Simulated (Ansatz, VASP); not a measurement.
## One calculation of Rh, two programs

```
Rh
1.0
     0.00000    1.87704    1.87704
     1.87704    0.00000    1.87704
     1.87704    1.87704    0.00000
Rh
1
Direct
  0.00000 0.00000 0.00000
```

Alike in both runs: functional LDA; k mesh 20 × 20 × 20; occupations gaussian, width 0.1 eV; no spin polarisation.

Ansatz relaxed the structure, and its values are those at the end. VASP's run is a single point on that final structure, the one shown.

|  | VASP | Ansatz |
| --- | --- | --- |
| version | VASP 6.6.1 | Ansatz 0.2.0 |
| potentials or method | VASP PAW LDA potentials, release 64 (Rh_pv), cutoff 520 eV | scalar-relativistic, plane waves, PAW |
| valence electrons in the cell | 15 | 17 |

Ansatz gave:

| Quantity | Value |
| --- | --- |
| gap on the k mesh at the Fermi level (eV) | none |
| pressure (GPa) | 0.0 |

**Question.** What did VASP give for the same quantities?

**Answer.** gap on the k mesh at the Fermi level (eV): none; pressure (GPa): 0.8.

Ansatz warns that its potentials were made for another functional, while VASP's fit it. LDA's correlation is that of Perdew and Zunger in VASP and of Perdew and Wang (1992) in Ansatz. A gap of «none» marks a metal or a gap that the smearing closes. VASP's potentials hold 15 valence electrons a cell and Ansatz's 17, so a difference there can come from the potentials and not from the codes.
